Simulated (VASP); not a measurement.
# In (Fm-3m) in VASP: further runs, part 2 of 2

VASP 6.6.1.

### 3 Single point, PBE (Tl replaced by In, lengths x 0.988, strained)

Contents of INCAR:

```
SYSTEM = In
PREC     = Accurate       ! precision mode
ENCUT    = 500            ! plane-wave cutoff, eV
EDIFF    = 1E-6           ! SCF threshold, eV
ISMEAR   = 0              ! smearing method
SIGMA    = 0.1            ! smearing width, eV
LREAL    = .FALSE.        ! projectors in reciprocal space
LASPH    = .TRUE.         ! aspherical terms in the spheres
NELM     = 120            ! most SCF steps
ALGO     = Normal         ! electronic algorithm
ISIF     = 2              ! what is computed and relaxed
LWAVE    = .FALSE.        ! write WAVECAR
LCHARG   = .TRUE.         ! write CHGCAR
GGA      = PE             ! functional
LELF     = .TRUE.         ! ELF
LVHAR    = .TRUE.       
NBANDS   = 12             ! bands
GGA_COMPAT= .FALSE.
```

Contents of KPOINTS:

```
Automatic mesh
0
G
  16 16 16
  0 0 0
```

Contents of POSCAR:

```
In
1.0
    0.0000000000      2.3688395862      2.3688395862
    2.3688395862      0.0000000000      2.3688395862
    2.3688395862      2.3688395862      0.0000000000
In
1
Direct
    0.0000000000      0.0000000000      0.0000000000
```

Potentials or basis: VASP PAW PBE potentials, release 64 (In_d).

Started as:

```
$ cat potpaw_PBE.64/In_d/POTCAR > POTCAR
$ mpirun -np 1 vasp_std > vasp.out
```

OUTCAR:

```text
SYSTEM = In
   PREC = Accurate
   ENCUT = 500
   EDIFF = 1E-6
   ISMEAR = 0
   LREAL = .FALSE.
   LASPH = .TRUE.
   NELM = 120
   ISIF = 2
   GGA = PE

 ion  position               nearest neighbor table
   1  0.000  0.000  0.000-

  LATTYP: Found a face centered cubic cell.
 ALAT       =     4.7376791724

  Lattice vectors:

 A1 = (   0.0000000000,   2.3688395862,   2.3688395862)
 A2 = (   2.3688395862,   0.0000000000,   2.3688395862)
 A3 = (   2.3688395862,   2.3688395862,   0.0000000000)

Analysis of symmetry for initial positions (statically):
=====================================================================
 Subroutine PRICEL returns:
 Original cell was already a primitive cell.

 Routine SETGRP: Setting up the symmetry group for a
 face centered cubic supercell.

 Subroutine GETGRP returns: Found 48 space group operations
 (whereof 48 operations were pure point group operations)
 out of a pool of 48 trial point group operations.

The static configuration has the point symmetry O_h .

Analysis of symmetry for dynamics (positions and initial velocities):
=====================================================================
 Subroutine PRICEL returns:
 Original cell was already a primitive cell.

 Routine SETGRP: Setting up the symmetry group for a
 face centered cubic supercell.

 Subroutine GETGRP returns: Found 48 space group operations
 (whereof 48 operations were pure point group operations)
 out of a pool of 48 trial point group operations.

The dynamic configuration has the point symmetry O_h .

 Subroutine INISYM returns: Found 48 space group operations
 (whereof 48 operations are pure point group operations),
 and found     1 'primitive' translations

----------------------------------------------------------------------------------------

                                     Primitive cell

  volume of cell :      26.5850

  direct lattice vectors                    reciprocal lattice vectors
     0.000000000  2.368839586  2.368839586    -0.211073811  0.211073811  0.211073811
     2.368839586  0.000000000  2.368839586     0.211073811 -0.211073811  0.211073811
     2.368839586  2.368839586  0.000000000     0.211073811  0.211073811 -0.211073811

  length of vectors
     3.350045070  3.350045070  3.350045070     0.365590565  0.365590565  0.365590565

  position of ions in fractional coordinates (direct lattice)
     0.000000000  0.000000000  0.000000000

  ion indices of the primitive-cell ions
   primitive index   ion index
                 1           1

----------------------------------------------------------------------------------------

 KPOINTS: Automatic mesh

Automatic generation of k-mesh.
 Grid dimensions read from file:
 generate k-points for:   16   16   16

 Generating k-lattice:

  Cartesian coordinates                     Fractional coordinates (reciprocal lattice)
    -0.013192113  0.013192113  0.013192113     0.062500000  0.000000000  0.000000000
     0.013192113 -0.013192113  0.013192113     0.000000000  0.062500000  0.000000000
     0.013192113  0.013192113 -0.013192113     0.000000000  0.000000000  0.062500000

  Length of vectors
     0.022849410  0.022849410  0.022849410

  Shift w.r.t. Gamma in fractional coordinates (k-lattice)
     0.000000000  0.000000000  0.000000000

 Subroutine IBZKPT returns following result:
 ===========================================

 Found    145 irreducible k-points:

 Following reciprocal coordinates:
            Coordinates               Weight
  0.000000  0.000000  0.000000      1.000000
  0.062500  0.000000  0.000000      8.000000
  0.125000  0.000000  0.000000      8.000000
  0.187500  0.000000  0.000000      8.000000
  0.250000  0.000000  0.000000      8.000000
  0.312500  0.000000  0.000000      8.000000
[... 16 lines left out ...]
 -0.125000  0.062500  0.000000     24.000000
 -0.062500  0.062500  0.000000     12.000000
 [... further k-points ...]
   k-points           NKPTS =    145   k-points in BZ     NKDIM =    145   number of bands    NBANDS=     12
   number of dos      NEDOS =    301   number of ions     NIONS =      1
   total plane-waves  NPLWV =  13824
   dimension x,y,z NGX =    24 NGY =   24 NGZ =   24
   dimension x,y,z NGXF=    48 NGYF=   48 NGZF=   48
   ions per type =               1
   NGX,Y,Z   is equivalent  to a cutoff of  11.91, 11.91, 11.91 a.u.
   NGXF,Y,Z  is equivalent  to a cutoff of  23.82, 23.82, 23.82 a.u.
 SYSTEM =  In
   PREC   = accura    normal or accurate (medium, high low for compatibility)
   ISTART =      0    job   : 0-new  1-cont  2-samecut
   ICHARG =      2    charge: 1-file 2-atom 10-const
   ISPIN  =      1    spin polarized calculation?
   LNONCOLLINEAR =      F non collinear calculations
   LSORBIT =      F    spin-orbit coupling
   LASPH  =      T    aspherical Exc in radial PAW
   ENCUT  =  500.0 eV  36.75 Ry    6.06 a.u.   6.11  6.11  6.11*2*pi/ulx,y,z
   NELM   =    120;   NELMIN=  2; NELMDL= -5     # of ELM steps
   EDIFF  = 0.1E-05   stopping-criterion for ELM
   LREAL  =      F    real-space projection
   EDIFFG = 0.1E-04   stopping-criterion for IOM
   NSW    =      0    number of steps for IOM
   IBRION =     -1    ionic relax: 0-MD 1-quasi-New 2-CG
   NFREE  =      0    steps in history (QN), initial steepest desc. (CG)
   ISIF   =      2    stress and relaxation
   ISYM   =      2    0-nonsym 1-usesym 2-fastsym
   POTIM  = 0.5000    time-step for ionic-motion
   TEBEG  =    0.0;   TEEND  =   0.0 temperature during run
   PSTRESS=    0.0 pullay stress
   NELECT =      13.0000    total number of electrons
   NUPDOWN=      -1.0000    fix difference up-down
   EMIN   =  10.00;   EMAX   =-10.00  energy-range for DOS
   EFERMI =   0.00;   METHOD = LEGACY
   ISMEAR =     0;   SIGMA  =   0.10  broadening in eV -4-tet -1-fermi 0-gaus
   EFERMI_NEDOS =   21; number of points for ismear=-14 and -15
   IALGO  =     38    algorithm
   IMIX   =      4    mixing-type and parameters
     AMIX     =   0.40;   BMIX     =  1.00
     AMIX_MAG =   1.60;   BMIX_MAG =  1.00
  volume/ion in A,a.u.               =      26.59       179.40
  Fermi-wavevector in a.u.,A,eV,Ry     =   1.289764  2.437301 22.633176  1.663492
  Thomas-Fermi vector in A             =   2.421637
   LORBIT       =      0    0 simple, 1 ext, 2 COOP (PROOUT), +10 PAW based schemes
   GGA     = PE    functional components
   LHFCALC =     F    Hartree Fock is set to
   AEXX    =    0.0000 exact exchange contribution
   IVDW    =     0    specifies the selected vdW correction
   LEPSILON=     F    determine dielectric tensor
   LRPA    =     F    only Hartree local field effects (RPA)
 non-spin polarized calculation
 Gauss-broadening in eV      SIGMA  =   0.10
  energy-cutoff  :      500.00
  volume of cell :       26.59
 maximum number of plane-waves:       692
   NGX = 13   NGY = 13   NGZ = 13

 number of electron      12.9999991 magnetization

 Free energy of the ion-electron system (eV)
  ---------------------------------------------------
  ext. energy  EPLUGINS =         0.00000000
  ---------------------------------------------------
  free energy    TOTEN  =        -2.55619487 eV

  energy without entropy =       -2.55337238  energy(sigma->0) =       -2.55478363

 E-fermi :   7.3594     XC(G=0): -10.1768

 val. band max:        7.3414648850   @ k =   0.4375   0.1875   0.0000
 cond. band min:       7.3627958965   @ k =   0.3750   0.0625   0.0000
 fundamental gap:      0.0213310115
 Fermi energy:         7.3594254881

 k-point     1 :       0.0000    0.0000    0.0000
  band No.  band energies     occupation
      1      -7.2743      2.00000
      2      -7.2743      2.00000
      3      -7.2743      2.00000
      4      -7.1105      2.00000
      5      -7.1105      2.00000
      6      -2.0909      2.00000
      7      17.7728      0.00000
      8      17.7728      0.00000
      9      17.7728      0.00000
     10      18.8270      0.00000
     11      21.1979      0.00000
     12      21.1979      0.00000

 k-point     2 :       0.0625    0.0000    0.0000
  band No.  band energies     occupation
      1      -7.2753      2.00000
      2      -7.2677      2.00000
      3      -7.2677      2.00000
      4      -7.1113      2.00000
      5      -7.1113      2.00000
      6      -2.0066      2.00000
      7      16.6629      0.00000
      8      17.6163      0.00000
      9      17.6163      0.00000
     10      18.6558      0.00000
     11      21.4641      0.00000
     12      21.4641      0.00000
[... 316 lines left out ...]
 k-point    24 :      -0.0625    0.0625    0.0000
  band No.  band energies     occupation
      1      -7.2795      2.00000
      2      -7.2597      2.00000
      3      -7.2532      2.00000
      4      -7.1193      2.00000
      5      -7.1051      2.00000
      6      -1.8655      2.00000
      7      15.9374      0.00000
      8      16.2002      0.00000
      9      17.9391      0.00000
     10      18.7706      0.00000
     11      21.3180      0.00000
     12      21.9063      0.00000

 [... further k-points ...]
[... 5 lines left out ...]
  --------------------------------------------------------------------------------------
  -------------------------------------------------------------------------------------
  Total        0.2223186      0.2223186      0.2223186     -0.0000000      0.0000000     -0.0000000
  in kB       13.3982923     13.3982923     13.3982923     -0.0000000      0.0000000     -0.0000000
  external PRESSURE =      13.3982923 kB  Pullay stress =       0.0000000 kB

 VOLUME and BASIS-vectors are now :
 -----------------------------------------------------------------------------
  energy-cutoff  :      500.00
  volume of cell :       26.59
      direct lattice vectors                 reciprocal lattice vectors
     0.000000000  2.368839586  2.368839586    -0.211073811  0.211073811  0.211073811
     2.368839586  0.000000000  2.368839586     0.211073811 -0.211073811  0.211073811
     2.368839586  2.368839586  0.000000000     0.211073811  0.211073811 -0.211073811

 POSITION                                       TOTAL-FORCE (eV/Angst)
 -----------------------------------------------------------------------------------
      0.00000      0.00000      0.00000        -0.000000     -0.000000      0.000000
 -----------------------------------------------------------------------------------
    total drift:                               -0.000000      0.000000      0.000000

  FREE ENERGIE OF THE ION-ELECTRON SYSTEM (eV)
  ---------------------------------------------------
  free  energy   TOTEN  =        -2.5561948672 eV

  energy  without entropy=       -2.5533723844  energy(sigma->0) =       -2.55478363
```

Wall time 17 s (1 thread of Intel Xeon Platinum 8488C (Sapphire Rapids), shared host); peak memory 0.16 GiB.

What came out:

```
Free energy : -2.5562 eV
Pressure    : 1.3 GPa
```

Levels at points of the mesh, in eV from the Fermi level:
| k point | band 3 | band 4 | band 5 | band 6 | band 7 | band 8 | band 9 | band 10 |
| --- | --- | --- | --- | --- | --- | --- | --- | --- |
| (0.00, 0.00, 0.00) | -14.63 | -14.47 | -14.47 | -9.45 | 10.41 | 10.41 | 10.41 | 11.47 |
| (0.50, 0.00, 0.00) | -14.62 | -14.32 | -14.32 | -4.33 | -3.33 | 8.29 | 8.29 | 10.79 |
| (0.50, 0.50, 0.00) | -14.33 | -14.28 | -14.28 | -2.18 | -2.14 | 3.99 | 3.99 | 7.28 |

Caveat: the cell differs from its parent crystal (Tl replaced by In, lengths x 0.988, strained); spin-orbit coupling is left out, which moves the levels of the heavy elements.
